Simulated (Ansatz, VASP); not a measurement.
Sr in VASP and in Ansatz

```
Sr
1.0
     0.00000    3.02459    3.02459
     3.02459    0.00000    3.02459
     3.02459    3.02459    0.00000
Sr
1
Direct
  0.00000 0.00000 0.00000
```

Alike in both runs: task single point; functional revPBE; k mesh 15 × 15 × 15; occupations fermi-dirac, width 0.1 eV; no spin polarisation.

|  | VASP | Ansatz |
| --- | --- | --- |
| version | VASP 6.6.1 | Ansatz 0.2.0 |
| potentials or method | VASP PAW PBE potentials, release 64 (Sr_sv), cutoff 520 eV | plane waves (420 eV) with PAW, scalar-relativistic |
| valence electrons in the cell | 10 | 10 |

```tsv
	VASP	Ansatz	Ansatz less VASP
pressure (GPa)	0.5	0.5	-0.01
```

VASP's potentials were made for PBE, not for revPBE.
